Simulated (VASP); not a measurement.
# RbVF3 (Pm-3m) in VASP: a series of runs, part 2 of 2

VASP 6.6.1. Earlier steps stand in the parts before.

### 3 Single point, LDA+U, collinear spin, ferromagnetic start

INCAR

```
PREC = Accurate ; ENCUT = 520
EDIFF = 1E-6 ; ISMEAR = 0
SIGMA = 0.05 ; LREAL = F
LASPH = T ; NELM = 150
ALGO = Normal ; ISIF = 2
LWAVE = F ; LCHARG = T
ISPIN = 2 ; MAGMOM = 0 2.48 0.02 0.02 0.02
LORBIT = 11 ; LMAXMIX = 4
LDAU = T ; LDAUTYPE = 2
LDAUL = -1 2 -1 ; LDAUU = 0 4 0
LDAUJ = 0 0 0 ; LDAUPRINT = 1
LELF = T ; LVHAR = T
NBANDS = 34
```

KPOINTS

```
Automatic mesh
0
Gamma
  5 5 5
```

POSCAR

```
RbVF3
1.0
    4.1819996800      0.0000000000      0.0000000000
    0.0000000000      4.1819996800      0.0000000000
    0.0000000000      0.0000000000      4.1819996800
Rb V F
1 1 3
Direct
    0.0000000000      0.0000000000      0.0000000000
    0.5000000000      0.5000000000      0.5000000000
    0.5000000000      0.5000000000      0.0000000000
    0.0000000000      0.5000000000      0.5000000000
    0.5000000000      0.0000000000      0.5000000000
```

Potentials or basis: VASP PAW LDA potentials, release 64 (Rb_sv, V_sv, F).

Run with:

```
cat potpaw_LDA.64/Rb_sv/POTCAR potpaw_LDA.64/V_sv/POTCAR potpaw_LDA.64/F/POTCAR > POTCAR
mpirun -np 1 vasp_std > vasp.out
```

OUTCAR:

```text
PREC = Accurate
   ENCUT = 520
   EDIFF = 1E-6
   ISMEAR = 0
   LREAL = F
   LASPH = T
   NELM = 150
   ISIF = 2
   ISPIN = 2
   LORBIT = 11

 ion  position               nearest neighbor table
   1  0.000  0.000  0.000-   3 2.96   4 2.96   5 2.96   4 2.96   5 2.96   3 2.96   4 2.96   4 2.96
                             3 2.96   5 2.96   5 2.96   3 2.96   2 3.62   2 3.62   2 3.62   2 3.62
   2  0.500  0.500  0.500-   3 2.09   4 2.09   5 2.09   3 2.09   5 2.09   4 2.09   1 3.62   1 3.62
                             1 3.62   1 3.62   1 3.62   1 3.62   1 3.62   1 3.62
   3  0.500  0.500  0.000-   2 2.09   2 2.09   1 2.96   1 2.96   1 2.96   1 2.96
   4  0.000  0.500  0.500-   2 2.09   2 2.09   1 2.96   1 2.96   1 2.96   1 2.96
   5  0.500  0.000  0.500-   2 2.09   2 2.09   1 2.96   1 2.96   1 2.96   1 2.96

  LATTYP: Found a simple cubic cell.
 ALAT       =     4.1819996800

  Lattice vectors:

 A1 = (   4.1819996800,   0.0000000000,   0.0000000000)
 A2 = (   0.0000000000,   4.1819996800,   0.0000000000)
 A3 = (   0.0000000000,   0.0000000000,   4.1819996800)

Analysis of symmetry for initial positions (statically):
=====================================================================
 Subroutine PRICEL returns:
 Original cell was already a primitive cell.

 Routine SETGRP: Setting up the symmetry group for a
 simple cubic supercell.

 Subroutine GETGRP returns: Found 48 space group operations
 (whereof 48 operations were pure point group operations)
 out of a pool of 48 trial point group operations.

The static configuration has the point symmetry O_h .

Analysis of symmetry for dynamics (positions and initial velocities):
=====================================================================
 Subroutine PRICEL returns:
 Original cell was already a primitive cell.

 Routine SETGRP: Setting up the symmetry group for a
 simple cubic supercell.

 Subroutine GETGRP returns: Found 48 space group operations
 (whereof 48 operations were pure point group operations)
 out of a pool of 48 trial point group operations.

The dynamic configuration has the point symmetry O_h .

Analysis of structural, dynamic, and magnetic symmetry:
=====================================================================
 Subroutine PRICEL returns:
 Original cell was already a primitive cell.

 Routine SETGRP: Setting up the symmetry group for a
 simple cubic supercell.

 Subroutine GETGRP returns: Found 48 space group operations
 (whereof 48 operations were pure point group operations)
 out of a pool of 48 trial point group operations.

The overall configuration has the point symmetry O_h .

 Subroutine INISYM returns: Found 48 space group operations
 (whereof 48 operations are pure point group operations),
 and found     1 'primitive' translations

[... 144 lines left out ...]
 -0.0000 -0.0000  0.0756  0.0000 -0.0000
 -0.0000 -0.0000  0.0000  0.0187  0.0000
 -0.0000 -0.0000 -0.0000  0.0000  0.0756

 occupancies and eigenvectors

  o =  0.0187  v =  0.0000  0.0000  0.0000  0.0000  0.0000  0.0000  0.0271 -0.0000  0.9996 -0.0000      0.0000  0.0000  0.0000  0.0000  0.0000  0.0000  0.0000  0.0000  0.0000  0.0000
  o =  0.0187  v =  0.0000  0.0000  0.0000  0.0000  0.0000  0.0000  0.9996  0.0000 -0.0271 -0.0000      0.0000  0.0000  0.0000  0.0000  0.0000  0.0000  0.0000  0.0000  0.0000  0.0000
  o =  0.0187  v =  0.0000  0.0000  0.0000  0.0000  0.0000  1.0000  0.0000  0.0000  0.0000  0.0000      0.0000  0.0000  0.0000  0.0000  0.0000  0.0000  0.0000  0.0000  0.0000  0.0000
  o =  0.0756  v =  0.0000  0.0000  0.0000  0.0000  0.0000  0.0000 -0.0000 -0.0000 -0.0000 -1.0000      0.0000  0.0000  0.0000  0.0000  0.0000  0.0000  0.0000  0.0000  0.0000  0.0000
  o =  0.0756  v =  0.0000  0.0000  0.0000  0.0000  0.0000  0.0000  0.0000  1.0000 -0.0000 -0.0000      0.0000  0.0000  0.0000  0.0000  0.0000  0.0000  0.0000  0.0000  0.0000  0.0000
  o =  0.0903  v =  0.0000 -0.0000 -0.0086  0.0000  1.0000  0.0000  0.0000  0.0000  0.0000  0.0000      0.0000  0.0000  0.0000  0.0000  0.0000  0.0000  0.0000  0.0000  0.0000  0.0000
  o =  0.0903  v =  0.0000  0.0000 -1.0000 -0.0000 -0.0086  0.0000  0.0000  0.0000  0.0000  0.0000      0.0000  0.0000  0.0000  0.0000  0.0000  0.0000  0.0000  0.0000  0.0000  0.0000
  o =  0.9122  v =  0.0000 -0.4159  0.0000 -0.9094 -0.0000  0.0000  0.0000  0.0000  0.0000  0.0000      0.0000  0.0000  0.0000  0.0000  0.0000  0.0000  0.0000  0.0000  0.0000  0.0000
  o =  0.9122  v =  0.0000 -0.9094 -0.0000  0.4159  0.0000  0.0000  0.0000  0.0000  0.0000  0.0000      0.0000  0.0000  0.0000  0.0000  0.0000  0.0000  0.0000  0.0000  0.0000  0.0000
  o =  0.9122  v =  1.0000  0.0000  0.0000  0.0000  0.0000  0.0000  0.0000  0.0000  0.0000  0.0000      0.0000  0.0000  0.0000  0.0000  0.0000  0.0000  0.0000  0.0000  0.0000  0.0000

 number of electron      42.9999987 magnetization       3.0000478

 Free energy of the ion-electron system (eV)
  ---------------------------------------------------
  ext. energy  EPLUGINS =         0.00000000
  ---------------------------------------------------
  free energy    TOTEN  =       -29.48579891 eV

  energy without entropy =      -29.48579891  energy(sigma->0) =      -29.48579891

 E-fermi :   3.4269     XC(G=0): -10.4905

 val. band max:        2.9847271169   @ k =   0.4000   0.4000   0.4000
 cond. band min:       5.2646426414   @ k =   0.0000   0.0000   0.0000
 fundamental gap:      2.2799155245
 Fermi energy:         3.4269207806

 spin component 1

 k-point     1 :       0.0000    0.0000    0.0000
  band No.  band energies     occupation
      1     -60.2540      1.00000
      2     -34.5831      1.00000
      3     -34.5831      1.00000
      4     -34.5831      1.00000
      5     -23.4620      1.00000
      6     -20.8184      1.00000
[... 349 lines left out ...]
     32      12.8315      0.00000
     33      13.7549      0.00000
 Fermi energy:         3.4269207806

 spin component 2

 k-point     1 :       0.0000    0.0000    0.0000
  band No.  band energies     occupation
      1     -57.7499      1.00000
      2     -32.1470      1.00000
      3     -32.1470      1.00000
      4     -32.1470      1.00000
      5     -23.4573      1.00000
      6     -20.7530      1.00000
[... 349 lines left out ...]
     32      13.4887      0.00000
     33      13.9733      0.00000
 [bands above 33 left out]

------------------------ aborting loop because EDIFF is reached ----------------------------------------

  FORCE on cell =-STRESS in cart. coord.  units (eV):
  Direction    XX          YY          ZZ          XY          YZ          ZX
  --------------------------------------------------------------------------------------
  -------------------------------------------------------------------------------------
  Total       -1.4840594     -1.4840594     -1.4840594      0.0000000      0.0000000     -0.0000000
  in kB      -32.5094687    -32.5094687    -32.5094687      0.0000000      0.0000000     -0.0000000
  external PRESSURE =     -32.5094687 kB  Pullay stress =       0.0000000 kB

 VOLUME and BASIS-vectors are now :
 -----------------------------------------------------------------------------
  energy-cutoff  :      520.00
  volume of cell :       73.14
      direct lattice vectors                 reciprocal lattice vectors
     4.181999680  0.000000000  0.000000000     0.239120057  0.000000000  0.000000000
     0.000000000  4.181999680  0.000000000     0.000000000  0.239120057  0.000000000
     0.000000000  0.000000000  4.181999680     0.000000000  0.000000000  0.239120057

 POSITION                                       TOTAL-FORCE (eV/Angst)
 -----------------------------------------------------------------------------------
      0.00000      0.00000      0.00000         0.000000      0.000000      0.000000
      2.09100      2.09100      2.09100         0.000000      0.000000      0.000000
      2.09100      2.09100      0.00000         0.000000      0.000000      0.000000
      0.00000      2.09100      2.09100         0.000000      0.000000      0.000000
      2.09100      0.00000      2.09100         0.000000      0.000000      0.000000
 -----------------------------------------------------------------------------------
    total drift:                                0.000000     -0.000000     -0.000000

  FREE ENERGIE OF THE ION-ELECTRON SYSTEM (eV)
  ---------------------------------------------------
  free  energy   TOTEN  =       -29.4857989082 eV

  energy  without entropy=      -29.4857989082  energy(sigma->0) =      -29.48579891

 total charge

# of ion       s       p       d       tot
------------------------------------------
    1        1.937   5.342   0.026   7.305
    2        2.136   6.114   3.101  11.351
    3        1.720   4.360   0.000   6.080
    4        1.720   4.360   0.000   6.080
    5        1.720   4.360   0.000   6.080
--------------------------------------------------
tot          9.234  24.536   3.128  36.897

 magnetization (x)

# of ion       s       p       d       tot
------------------------------------------
    1       -0.000  -0.000   0.001   0.001
    2        0.009   0.009   2.699   2.718
    3       -0.001   0.016   0.000   0.015
    4       -0.001   0.016   0.000   0.015
    5       -0.001   0.016   0.000   0.015
--------------------------------------------------
tot          0.005   0.057   2.701   2.763
```

Wall time 56 s (1 thread of Oxide Virtual Turin-like, shared host); peak memory 0.15 GiB.

What came out:

```
Free energy                                           : -29.4858 eV
Pressure                                              : -3.3 GPa
Band gap on the k mesh                                : 2.28 eV, indirect (least direct gap 3.38 eV)
Net moment                                            : 3.00 μB per cell
Site moments                                          : Rb +0.00; V +2.72; F +0.01 μB
Valence electrons inside the program's atomic spheres : Rb 7.30; V 11.35; F 6.08
```

Levels at points of the mesh, in eV from the valence-band top:
Spin up:
| k point | band 20 | band 21 | band 22 | band 23 | band 24 | band 25 | band 26 | band 27 |
| --- | --- | --- | --- | --- | --- | --- | --- | --- |
| (0.00, 0.00, 0.00) | -4.78 | -1.10 | -1.10 | -1.10 | 2.28 | 3.21 | 3.21 | 5.09 |
Spin down:
```
           k point  band 18  band 19  band 20  band 21  band 22  band 23
(0.00, 0.00, 0.00)    -4.72    -4.72    -4.72     2.58     4.07     4.07
```

Eigenvalues of the final occupation matrices:
```csv
site,spin,trace,eigenvalues
site 2 d,1,2.92,0.09 0.09 0.91 0.91 0.91
site 2 d,2,0.21,0.02 0.02 0.02 0.08 0.08
```

A k mesh can miss the band edges. The state reached can hang on the start; a lower one may exist.

### 4 Single point, LDA+U, collinear spin, ferromagnetic start

INCAR

```
SYSTEM = RbVF3
  PREC = Accurate
  ENCUT = 520
  EDIFF = 1E-7
  ISMEAR = 0
  SIGMA = 0.05
  LREAL = .FALSE.
  LASPH = .TRUE.
  NELM = 150
  ALGO = Normal
  ISIF = 2
  LWAVE = .FALSE.
  LCHARG = .FALSE.
  ISPIN = 2
  MAGMOM = 0 3 0 0 0
  LORBIT = 11
  LMAXMIX = 4
  LDAU = .TRUE.
  LDAUTYPE = 2
  LDAUL = -1 2 -1
  LDAUU = 0 4 0
  LDAUJ = 0 0 0
  LDAUPRINT = 1
  GGA = CA
  NBANDS = 34
```

KPOINTS

```
Automatic mesh
0
G
  5 5 5
  0 0 0
```

POSCAR is that of step 3.

Run with:

```
cat potpaw_LDA.64/Rb_sv/POTCAR potpaw_LDA.64/V_sv/POTCAR potpaw_LDA.64/F/POTCAR > POTCAR
mpirun -np 1 vasp_std > vasp.out
```

Wall time 85 s (1 thread of Oxide Virtual Turin-like, shared host); peak memory 0.15 GiB.

The run converged. Its results:

```
Free energy                                           : -29.4858 eV
Pressure                                              : -3.2 GPa
Band gap on the k mesh                                : 2.28 eV, indirect (least direct gap 3.38 eV)
Net moment                                            : 3.00 μB per cell
Site moments                                          : Rb +0.00; V +2.72; F +0.01 μB
Valence electrons inside the program's atomic spheres : Rb 7.30; V 11.35; F 6.08
```

Levels at points of the mesh, in eV from the valence-band top:
Spin up:
| k point | band 20 | band 21 | band 22 | band 23 | band 24 | band 25 | band 26 | band 27 |
| --- | --- | --- | --- | --- | --- | --- | --- | --- |
| (0.00, 0.00, 0.00) | -4.78 | -1.10 | -1.10 | -1.10 | 2.28 | 3.21 | 3.21 | 5.09 |
Spin down:
```
           k point  band 16  band 17  band 18  band 19  band 20  band 21  band 22  band 23  band 24  band 25
(0.00, 0.00, 0.00)    -5.01    -5.01    -4.72    -4.72    -4.72     2.58     4.07     4.07     4.07     4.52
```

Eigenvalues of the final occupation matrices:
| site | spin | trace | eigenvalues |
| --- | --- | --- | --- |
| site 2 d | 1 | 2.92 | 0.09 0.09 0.91 0.91 0.91 |
| site 2 d | 2 | 0.21 | 0.02 0.02 0.02 0.08 0.08 |

A k mesh can miss the band edges. The state reached can hang on the start; a lower one may exist.
